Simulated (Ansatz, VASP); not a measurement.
## CdSe: VASP beside Ansatz

Contents of INCAR:

```
SYSTEM = CdSe
  PREC = Accurate
  ENCUT = 520
  EDIFF = 1E-8
  ISMEAR = -1
  SIGMA = 0.03
  LREAL = .FALSE.
  LASPH = .TRUE.
  NELM = 60
  ALGO = Normal
  ISIF = 2
  LWAVE = .FALSE.
  LCHARG = .FALSE.
  GGA = PS
  LEFG = .TRUE.
  NBANDS = 16
```

File KPOINTS:

```
Automatic mesh
0
G
  7 7 7
  0 0 0
```

POSCAR

```
CdSe
1.0
    0.0000000000      3.0702711986      3.0702711986
    3.0702711986      0.0000000000      3.0702711986
    3.0702711986      3.0702711986      0.0000000000
Cd Se
1 1
Direct
    0.0375000000     -0.0125000000     -0.0125000000
    0.2125000000      0.2625000000      0.2625000000
```

Input for Ansatz:

```yaml
crystal:
  lattice:
    - [0.0, 3.0702711986, 3.0702711986]
    - [3.0702711986, 0.0, 3.0702711986]
    - [3.0702711986, 3.0702711986, 0.0]
  atoms:
    - { symbol: Cd, position: [0.0375, -0.0125, -0.0125] }
    - { symbol: Se, position: [0.2125, 0.2625, 0.2625] }
kpoints:
  mp_grid: { grid: [7, 7, 7] }
scf:
  occupations: { method: fermi_dirac, width: 0.03 }
hamiltonian:
  xc: pbesol
  pseudopotentials: { kind: paw }
output:
  forces: true
  stress: true
  eigenvalues: true
  efg: { contact_densities: true }
  populations: true
  write_density: true
  write_potential: true
  elf: true
  volumetric_format: npy
```

Change from the starting cell: shortest bond scaled by 1.1, PAW files.

Alike in both runs: task electric field gradients; functional PBEsol; k mesh 7 × 7 × 7; occupations fermi-dirac, width 0.03 eV; no spin polarisation.

|  | VASP | Ansatz |
| --- | --- | --- |
| version | VASP 6.6.1 | Ansatz 0.2.0 |
| potentials or method | VASP PAW PBE potentials, release 64 (Cd, Se) | PAW with Ansatz's default frozen-core files, scalar-relativistic |
| plane-wave cutoff (eV) | 520 | 420 |
| valence electrons in the cell | 18 | 36 |

|  | VASP | Ansatz | Ansatz less VASP |
| --- | --- | --- | --- |
| pressure (GPa) | -0.2 | -0.5 | -0.32 |
| traceless stress, the component that is largest in VASP (GPa) | 1.45 | 1.36 | -0.086 |
| rms of the force components (eV/Å) | 0.385 | 0.373 | -0.0115 |
| size of Vzz on the site where it differs most (V/Å²) | 106.5 | 96.6 | -9.89 |

VASP's potentials were made for PBE, not for PBEsol. Atom by atom the forces differ by 0.011 eV/Å (rms over components). The functional is the same, so the differences come from potentials, cutoffs and numerics. VASP's potentials hold 18 valence electrons a cell and Ansatz's 36, so a difference there can come from the potentials and not from the codes.
